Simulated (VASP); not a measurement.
KI, 2 atoms in the cell. It takes space group Fm-3m (No. 225, cubic). The conventional cell has a = 7.297 Å, b = 7.297 Å, c = 7.297 Å, α = 90.00°, β = 90.00°, γ = 90.00°. K (site symmetry m-3m) has 6 I at 3.65 Å within 4.8 Å. I (site symmetry m-3m) has 6 K at 3.65 Å within 4.8 Å.  This cell differs from its parent crystal: functional PBEsol, strained.

| Item | Value |
| --- | --- |
| Program | VASP 6.6.1 |
| Task | single point |
| Functional | PBEsol |
| Potentials or basis | VASP PAW PBE potentials, release 64 (K_sv, I) |
| Cutoff | 520 eV |
| k mesh | 6 × 6 × 6 |
| Occupations | gaussian, width 0.02 eV |
| Spin | no spin polarisation |
| Dipole correction | no |
| Further INCAR settings | ALGO = Normal; EDIFF = 1e-07; NBANDS = 15 |

Potentials or basis: VASP PAW PBE potentials, release 64 (K_sv, I).

The run is started by

```bash
$ cat potpaw_PBE.64/K_sv/POTCAR potpaw_PBE.64/I/POTCAR > POTCAR
$ mpirun -np 1 vasp_std > vasp.out
```

Hardware: 1 thread of Intel Xeon 8259CL, with other jobs on the host.

Task: Estimate the wall time of this run.

Result: Run time: 51 s on 1 thread of Intel Xeon 8259CL (shared host), peak memory 0.24 GiB. Counts: scf iterations 14, k points 16.
